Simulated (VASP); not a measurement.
# Rh (I4/mmm) in VASP: further runs

The runs below take Rh through single point, with PBEsol.

Program: VASP 6.6.1. These are calculated values, not measurements. Logs are shortened: lines on timing, memory, paths and dates and some standing lists are left out, and cuts for length are marked.

### Step 1. The cell of the first run

Symmetry: I4/mmm, No. 139, tetragonal system. The conventional cell has a = 2.464 Å, b = 2.464 Å, c = 4.530 Å, α = 90.00°, β = 90.00°, γ = 90.00°. Within 3.3 Å of Rh (site symmetry 4/mmm) lie 12 Rh at 2.46 to 2.86 Å.

### Step 2. Single point, PBEsol

File INCAR:

```
PREC = Accurate
ENCUT = 520
EDIFF = 1E-6
ISMEAR = 0
SIGMA = 0.15
LREAL = False
LASPH = True
NELM = 100
ALGO = Fast
ISIF = 2
LWAVE = False
LCHARG = False
GGA = PS
NBANDS = 14
```

File KPOINTS:

```
regular mesh
0
Gamma
  24 24 24
```

File POSCAR:

```
Rh
1.0
    0.0000000000      1.7423148249      2.2650092724
    1.7423148249      0.0000000000      2.2650092724
    1.7423148249      1.7423148249      0.0000000000
Rh
1
Direct
    0.0000000000      0.0000000000      0.0000000000
```

Potentials or basis: VASP PAW PBE potentials, release 64 (Rh_pv).

On the command line:

```sh
cat potpaw_PBE.64/Rh_pv/POTCAR > POTCAR
mpirun -np 1 vasp_std > vasp.out
```

OUTCAR:

```text
PREC = Accurate
   ENCUT = 520
   EDIFF = 1E-6
   ISMEAR = 0
   LREAL = False
   LASPH = True
   NELM = 100
   ISIF = 2
   GGA = PS

 ion  position               nearest neighbor table
   1  0.000  0.000  0.000-

  LATTYP: Found a body centered tetragonal cell.
 ALAT       =     2.4640052553
 C/A-ratio  =     1.8384776311

  Lattice vectors:

 A1 = (  -1.7423148249,   0.0000000000,   2.2650092724)
 A2 = (   1.7423148249,   0.0000000000,   2.2650092724)
 A3 = (   0.0000000000,   1.7423148249,  -2.2650092724)

Analysis of symmetry for initial positions (statically):
=====================================================================
 Subroutine PRICEL returns:
 Original cell was already a primitive cell.

 Routine SETGRP: Setting up the symmetry group for a
 body centered tetragonal supercell.

 Subroutine GETGRP returns: Found 16 space group operations
 (whereof 16 operations were pure point group operations)
 out of a pool of 16 trial point group operations.

The static configuration has the point symmetry D_4h.

Analysis of symmetry for dynamics (positions and initial velocities):
=====================================================================
 Subroutine PRICEL returns:
 Original cell was already a primitive cell.

 Routine SETGRP: Setting up the symmetry group for a
 body centered tetragonal supercell.

 Subroutine GETGRP returns: Found 16 space group operations
 (whereof 16 operations were pure point group operations)
 out of a pool of 16 trial point group operations.

The dynamic configuration has the point symmetry D_4h.

 Subroutine INISYM returns: Found 16 space group operations
 (whereof 16 operations are pure point group operations),
 and found     1 'primitive' translations

----------------------------------------------------------------------------------------

                                     Primitive cell

  volume of cell :      13.7516

  direct lattice vectors                    reciprocal lattice vectors
     0.000000000  1.742314825  2.265009272    -0.286974543  0.286974543  0.220749648
     1.742314825  0.000000000  2.265009272     0.286974543 -0.286974543  0.220749648
     1.742314825  1.742314825  0.000000000     0.286974543  0.286974543 -0.220749648

  length of vectors
     2.857608782  2.857608782  2.464005255     0.461994787  0.461994787  0.461994787

  position of ions in fractional coordinates (direct lattice)
     0.000000000  0.000000000  0.000000000

  ion indices of the primitive-cell ions
   primitive index   ion index
                 1           1

----------------------------------------------------------------------------------------

 KPOINTS: regular mesh

Automatic generation of k-mesh.
 Grid dimensions read from file:
 generate k-points for:   24   24   24

 Generating k-lattice:

  Cartesian coordinates                     Fractional coordinates (reciprocal lattice)
    -0.011957273  0.011957273  0.009197902     0.041666667  0.000000000  0.000000000
     0.011957273 -0.011957273  0.009197902     0.000000000  0.041666667  0.000000000
     0.011957273  0.011957273 -0.009197902    -0.000000000 -0.000000000  0.041666667

  Length of vectors
     0.019249783  0.019249783  0.019249783

  Shift w.r.t. Gamma in fractional coordinates (k-lattice)
     0.000000000  0.000000000  0.000000000

 Subroutine IBZKPT returns following result:
 ===========================================

 Found   1063 irreducible k-points:

 Following reciprocal coordinates:
            Coordinates               Weight
  0.000000  0.000000  0.000000      1.000000
  0.041667  0.000000  0.000000      8.000000
  0.083333  0.000000  0.000000      8.000000
  0.125000  0.000000  0.000000      8.000000
  0.166667  0.000000  0.000000      8.000000
  0.208333  0.000000  0.000000      8.000000
[... 16 lines left out ...]
  0.416667  0.041667  0.000000      8.000000
  0.458333  0.041667  0.000000      8.000000
 [... further k-points ...]
   k-points           NKPTS =   1063   k-points in BZ     NKDIM =   1063   number of bands    NBANDS=     14
   number of dos      NEDOS =    301   number of ions     NIONS =      1
   total plane-waves  NPLWV =  10368
   dimension x,y,z NGX =    24 NGY =   24 NGZ =   18
   dimension x,y,z NGXF=    48 NGYF=   48 NGZF=   36
   ions per type =               1
   NGX,Y,Z   is equivalent  to a cutoff of  13.96, 13.96, 12.14 a.u.
   NGXF,Y,Z  is equivalent  to a cutoff of  27.92, 27.92, 24.29 a.u.
 SYSTEM =  unknown system
   PREC   = accura    normal or accurate (medium, high low for compatibility)
   ISTART =      0    job   : 0-new  1-cont  2-samecut
   ICHARG =      2    charge: 1-file 2-atom 10-const
   ISPIN  =      1    spin polarized calculation?
   LNONCOLLINEAR =      F non collinear calculations
   LSORBIT =      F    spin-orbit coupling
   LASPH  =      T    aspherical Exc in radial PAW
   ENCUT  =  520.0 eV  38.22 Ry    6.18 a.u.   5.31  5.31  4.58*2*pi/ulx,y,z
   NELM   =    100;   NELMIN=  2; NELMDL= -5     # of ELM steps
   EDIFF  = 0.1E-05   stopping-criterion for ELM
   LREAL  =      F    real-space projection
   EDIFFG = 0.1E-04   stopping-criterion for IOM
   NSW    =      0    number of steps for IOM
   IBRION =     -1    ionic relax: 0-MD 1-quasi-New 2-CG
   NFREE  =      0    steps in history (QN), initial steepest desc. (CG)
   ISIF   =      2    stress and relaxation
   ISYM   =      2    0-nonsym 1-usesym 2-fastsym
   POTIM  = 0.5000    time-step for ionic-motion
   TEBEG  =    0.0;   TEEND  =   0.0 temperature during run
   PSTRESS=    0.0 pullay stress
   NELECT =      15.0000    total number of electrons
   NUPDOWN=      -1.0000    fix difference up-down
   EMIN   =  10.00;   EMAX   =-10.00  energy-range for DOS
   EFERMI =   0.00;   METHOD = LEGACY
   ISMEAR =     0;   SIGMA  =   0.15  broadening in eV -4-tet -1-fermi 0-gaus
   EFERMI_NEDOS =   21; number of points for ismear=-14 and -15
   IALGO  =     68    algorithm
   IMIX   =      4    mixing-type and parameters
     AMIX     =   0.40;   BMIX     =  1.00
     AMIX_MAG =   1.60;   BMIX_MAG =  1.00
  volume/ion in A,a.u.               =      13.75        92.80
  Fermi-wavevector in a.u.,A,eV,Ry     =   1.685211  3.184586 38.639656  2.839935
  Thomas-Fermi vector in A             =   2.768095
   LORBIT       =      0    0 simple, 1 ext, 2 COOP (PROOUT), +10 PAW based schemes
   GGA     = PS    functional components
   LHFCALC =     F    Hartree Fock is set to
   AEXX    =    0.0000 exact exchange contribution
   IVDW    =     0    specifies the selected vdW correction
   LEPSILON=     F    determine dielectric tensor
   LRPA    =     F    only Hartree local field effects (RPA)
 non-spin polarized calculation
 RMM-DIIS sequential band-by-band and
 Gauss-broadening in eV      SIGMA  =   0.15
  energy-cutoff  :      520.00
  volume of cell :       13.75
 maximum number of plane-waves:       397
 NGX is ok and might be reduce to    24

 number of electron      15.0000001 magnetization

 Free energy of the ion-electron system (eV)
  ---------------------------------------------------
  ext. energy  EPLUGINS =         0.00000000
  ---------------------------------------------------
  free energy    TOTEN  =        -7.69056742 eV

  energy without entropy =       -7.67150608  energy(sigma->0) =       -7.68103675

 E-fermi :  11.7298     XC(G=0): -14.1827

 val. band max:       11.7296996134   @ k =   0.4583   0.2917   0.0000
 cond. band min:      11.7310944113   @ k =  -0.3750   0.2500   0.2083
 fundamental gap:      0.0013947979
 Fermi energy:        11.7298300348

 k-point     1 :       0.0000    0.0000    0.0000
  band No.  band energies     occupation
      1     -34.5283      2.00000
      2     -34.4284      2.00000
      3     -34.4284      2.00000
      4       3.7449      2.00000
      5       6.7550      2.00000
      6       8.6746      2.00000
      7      10.0980      2.00000
      8      10.0980      2.00000
      9      12.3632      0.00000
     10      28.7248      0.00000
     11      28.8158      0.00000
     12      32.3459      0.00000
     13      35.7065      0.00000
     14      35.7065      0.00000

 k-point     2 :       0.0417    0.0000    0.0000
  band No.  band energies     occupation
      1     -34.5310      2.00000
      2     -34.4453      2.00000
      3     -34.4278      2.00000
      4       3.8178      2.00000
      5       6.7911      2.00000
      6       8.6905      2.00000
      7      10.0438      2.00000
      8      10.1211      2.00000
      9      12.3208      0.00000
     10      28.7881      0.00000
     11      28.9150      0.00000
     12      32.3456      0.00000
     13      35.1364      0.00000
     14      35.8219      0.00000

 k-point     3 :       0.0833    0.0000    0.0000
  band No.  band energies     occupation
      1     -34.5409      2.00000
      2     -34.4925      2.00000
      3     -34.4261      2.00000
      4       4.0304      2.00000
      5       6.8959      2.00000
      6       8.7329      2.00000
      7       9.9030      2.00000
      8      10.1883      2.00000
      9      12.1994      0.00001
     10      28.9192      0.00000
     11      29.2135      0.00000
     12      32.3440      0.00000
     13      34.0474      0.00000
     14      36.1557      0.00000
[... 324 lines left out ...]
 k-point    23 :       0.4167    0.0417    0.0000
  band No.  band energies     occupation
      1     -35.2845      2.00000
      2     -34.6447      2.00000
      3     -34.4040      2.00000
      4       5.7999      2.00000
      5       7.3777      2.00000
      6      10.1625      2.00000
      7      11.1242      2.00000
      8      11.9373      0.05045
      9      12.1624      0.00005
     10      22.5489      0.00000
     11      26.2163      0.00000
     12      32.3492      0.00000
     13      33.9303      0.00000
     14      36.1057      0.00000

 k-point    24 :       0.4583    0.0417    0.0000
  band No.  band energies     occupation
      1     -35.3562      2.00000
      2     -34.6490      2.00000
      3     -34.4000      2.00000
      4       5.7411      2.00000
      5       7.3617      2.00000
      6      10.0339      2.00000
      7      11.7730      0.68376
      8      12.0168      0.00682
      9      12.6968      0.00000
     10      21.5304      0.00000
     11      25.8153      0.00000
     12      32.3491      0.00000
     13      33.3610      0.00000
     14      35.9436      0.00000

 [... further k-points ...]

------------------------ aborting loop because EDIFF is reached ----------------------------------------

  FORCE on cell =-STRESS in cart. coord.  units (eV):
  Direction    XX          YY          ZZ          XY          YZ          ZX
  --------------------------------------------------------------------------------------
  -------------------------------------------------------------------------------------
  Total        2.1783271      2.1783271     -2.4438565      0.0000000     -0.0000000      0.0000000
  in kB      253.7934693    253.7934693   -284.7298782      0.0000000     -0.0000000      0.0000000
  external PRESSURE =      74.2856868 kB  Pullay stress =       0.0000000 kB

 VOLUME and BASIS-vectors are now :
 -----------------------------------------------------------------------------
  energy-cutoff  :      520.00
  volume of cell :       13.75
      direct lattice vectors                 reciprocal lattice vectors
     0.000000000  1.742314825  2.265009272    -0.286974543  0.286974543  0.220749648
     1.742314825  0.000000000  2.265009272     0.286974543 -0.286974543  0.220749648
     1.742314825  1.742314825  0.000000000     0.286974543  0.286974543 -0.220749648

 POSITION                                       TOTAL-FORCE (eV/Angst)
 -----------------------------------------------------------------------------------
      0.00000      0.00000      0.00000         0.000000      0.000000      0.000000
 -----------------------------------------------------------------------------------
    total drift:                                0.000000      0.000000     -0.000000

  FREE ENERGIE OF THE ION-ELECTRON SYSTEM (eV)
  ---------------------------------------------------
  free  energy   TOTEN  =        -7.6905674159 eV

  energy  without entropy=       -7.6715060811  energy(sigma->0) =       -7.68103675
```

Wall time 3.2 min (1 thread of Intel Xeon 8259CL, shared host); peak memory 0.3 GiB.

What came out:

```
Free energy            : -7.6906 eV
Pressure               : 7.4 GPa
Band gap on the k mesh : zero (an odd number of electrons rules out a gap without spin polarisation)
```

Stress tensor (GPa, compression positive):
```
 25.38   0.00   0.00
  0.00  25.38   0.00
  0.00   0.00 -28.47
```

Caveat: the stress differs along the axes, from -28 to 25 GPa; the PAW data sets were made with another functional, which shifts forces and pressure a little.

### Step 3. Single point, PBEsol

This run uses another cell than the first one, of the same volume but with other edges.

File INCAR:

```
SYSTEM = Rh
ALGO = Fast ; EDIFF = 1E-6
ENCUT = 520 ; GGA = PS
ISIF = 2 ; ISMEAR = 0
LASPH = .TRUE. ; LCHARG = .FALSE.
LREAL = .FALSE. ; LWAVE = .FALSE.
NBANDS = 14 ; NELM = 100
PREC = Accurate ; SIGMA = 0.15
```

File KPOINTS:

```
k-points
0
G
  24 24 24
  0 0 0
```

File POSCAR:

```
Rh
1.0
    0.0000000000      1.9551427579      1.7987313373
    1.9551427579      0.0000000000      1.7987313373
    1.9551427579      1.9551427579      0.0000000000
Rh
1
Direct
    0.0000000000      0.0000000000      0.0000000000
```

Potentials or basis: VASP PAW PBE potentials, release 64 (Rh_pv).

On the command line:

```sh
cat potpaw_PBE.64/Rh_pv/POTCAR > POTCAR
mpirun -np 1 vasp_std > vasp.out
```

Wall time 4 min (1 thread of Intel Xeon 8259CL, shared host); peak memory 0.29 GiB.

The run converged. Its results:

```yaml
Free_energy: -8.0950 eV
Pressure: -4.3 GPa
Band_gap_on_the_k_mesh: zero (an odd number of electrons rules out a gap without spin polarisation)
```

Stress tensor (GPa, compression positive):
```
-10.41   0.00   0.00
  0.00 -10.41   0.00
  0.00   0.00   8.06
```

Levels at points of the mesh, in eV from the Fermi level:
```tsv
k point	band 5	band 6	band 7	band 8	band 9	band 10
(0.00, 0.00, 0.00)	-3.31	-3.31	-2.48	-1.52	-0.50	16.08
(0.50, 0.00, 0.00)	-3.61	-2.63	0.35	0.69	0.84	8.65
(0.50, 0.50, 0.00)	-6.02	0.56	1.05	1.05	4.45	12.25
(0.50, 0.00, 0.50)	-5.87	0.53	0.61	1.31	2.62	11.48
```

Caveat: the stress differs along the axes, from -10 to 8 GPa; the PAW data sets were made with another functional, which shifts forces and pressure a little.

### Step 4. Single point, PBEsol

This run uses another cell than the first one, of the same volume but with other edges.

File INCAR:

```
SYSTEM = Rh
PREC = Accurate
ENCUT = 520
EDIFF = 1E-6
ISMEAR = 0
SIGMA = 0.15
LREAL = .False.
LASPH = .True.
NELM = 80
ALGO = Fast
ISIF = 2
LWAVE = .False.
LCHARG = .False.
GGA = PS
NBANDS = 14
```

File KPOINTS:

```
regular mesh
0
Gamma
  24 24 24
  0 0 0
```

File POSCAR:

```
Rh
1.0
    0.0000000000      1.8420872121      2.0262959333
    1.8420872121      0.0000000000      2.0262959333
    1.8420872121      1.8420872121      0.0000000000
Rh
1
Direct
    0.0000000000      0.0000000000      0.0000000000
```

Potentials or basis: VASP PAW PBE potentials, release 64 (Rh_pv).

On the command line:

```sh
cat potpaw_PBE.64/Rh_pv/POTCAR > POTCAR
mpirun -np 1 vasp_std > vasp.out
```

OUTCAR:

```text
SYSTEM = Rh
   PREC = Accurate
   ENCUT = 520
   EDIFF = 1E-6
   ISMEAR = 0
   LREAL = .False.
   LASPH = .True.
   NELM = 80
   ISIF = 2
   GGA = PS

 ion  position               nearest neighbor table
   1  0.000  0.000  0.000-

  LATTYP: Found a body centered tetragonal cell.
 ALAT       =     2.6051047184
 C/A-ratio  =     1.5556349186

  Lattice vectors:

 A1 = (  -1.8420872121,   0.0000000000,   2.0262959333)
 A2 = (   1.8420872121,   0.0000000000,   2.0262959333)
 A3 = (   0.0000000000,   1.8420872121,  -2.0262959333)
[... 588 lines left out ...]

 [... further k-points ...]

------------------------ aborting loop because EDIFF is reached ----------------------------------------

  FORCE on cell =-STRESS in cart. coord.  units (eV):
  Direction    XX          YY          ZZ          XY          YZ          ZX
  --------------------------------------------------------------------------------------
  -------------------------------------------------------------------------------------
  Total        0.3952361      0.3952361     -1.7036122      0.0000000      0.0000000     -0.0000000
  in kB       46.0483336     46.0483336   -198.4851813      0.0000000      0.0000000     -0.0000000
  external PRESSURE =     -35.4628380 kB  Pullay stress =       0.0000000 kB

 VOLUME and BASIS-vectors are now :
 -----------------------------------------------------------------------------
  energy-cutoff  :      520.00
  volume of cell :       13.75
      direct lattice vectors                 reciprocal lattice vectors
     0.000000000  1.842087212  2.026295933    -0.271431231  0.271431231  0.246755665
     1.842087212  0.000000000  2.026295933     0.271431231 -0.271431231  0.246755665
     1.842087212  1.842087212  0.000000000     0.271431231  0.271431231 -0.246755665

 POSITION                                       TOTAL-FORCE (eV/Angst)
 -----------------------------------------------------------------------------------
      0.00000      0.00000      0.00000         0.000000      0.000000      0.000000
 -----------------------------------------------------------------------------------
    total drift:                                0.000000      0.000000      0.000000

  FREE ENERGIE OF THE ION-ELECTRON SYSTEM (eV)
  ---------------------------------------------------
  free  energy   TOTEN  =        -8.0747157905 eV

  energy  without entropy=       -8.0592000718  energy(sigma->0) =       -8.06695793
```

OSZICAR:

```text
N       E                     dE             d eps       ncg     rms          rms(c)
DAV:   1     0.118903950729E+03    0.11890E+03   -0.87246E+03 29868   0.114E+03
DAV:   2    -0.714803297598E+01   -0.12605E+03   -0.12054E+03 32806   0.340E+02
DAV:   3    -0.869096678674E+01   -0.15429E+01   -0.15403E+01 35596   0.414E+01
DAV:   4    -0.869659404865E+01   -0.56273E-02   -0.56270E-02 34342   0.256E+00
DAV:   5    -0.869664297607E+01   -0.48927E-04   -0.48925E-04 35284   0.211E-01    0.111E+01
RMM:   6    -0.809887876692E+01    0.59776E+00   -0.96545E-01 31895   0.957E+00    0.356E+00
RMM:   7    -0.807927656682E+01    0.19602E-01   -0.36289E-02 33054   0.204E+00    0.160E+00
RMM:   8    -0.807513134873E+01    0.41452E-02   -0.77144E-03 35317   0.101E+00    0.264E-01
RMM:   9    -0.807470578514E+01    0.42556E-03   -0.89959E-04 36597   0.333E-01    0.106E-02
RMM:  10    -0.807471709296E+01   -0.11308E-04   -0.10170E-04 36582   0.126E-01    0.108E-02
RMM:  11    -0.807471603537E+01    0.10576E-05   -0.39489E-06 33097   0.247E-02    0.363E-03
RMM:  12    -0.807471579047E+01    0.24491E-06   -0.77577E-07 25241   0.110E-02
   1 F= -.80747158E+01 E0= -.80669579E+01  d E =-.155157E-01
```

stdout:

```text
POSCAR found type information on POSCAR Rh
 POSCAR found :  1 types and       1 ions
 scaLAPACK will be used
 -----------------------------------------------------------------------------
|                                                                             |
|                                                                             |
|     You enforced a specific xc type in the INCAR file but a different       |
|     I HOPE YOU KNOW WHAT YOU ARE DOING!                                     |
|                                                                             |
 -----------------------------------------------------------------------------

 LDA part: xc-table for (Slater+PW92), standard interpolation
 POSCAR, INCAR and KPOINTS ok, starting setup
 FFT: planning ... GRIDC
 FFT: planning ... GRID_SOFT
 FFT: planning ... GRID
 WAVECAR not read
 entering main loop
WARNING in EDDRMM: call to ZHEGV failed, returncode =   8  4     13
WARNING in EDDRMM: call to ZHEGV failed, returncode =   6  3     13
WARNING in EDDRMM: call to ZHEGV failed, returncode =   8  4     14
```

It took 3.6 min on 1 thread of Intel Xeon 8259CL, shared host; peak memory 0.29 GiB.

What came out:

- Free energy: -8.0747 eV
- Pressure: -3.5 GPa
- Band gap on the k mesh: zero (an odd number of electrons rules out a gap without spin polarisation)

Caveat: the stress differs along the axes, from -20 to 5 GPa; the PAW data sets were made with another functional, which shifts forces and pressure a little.

[end of part 1 of 2]
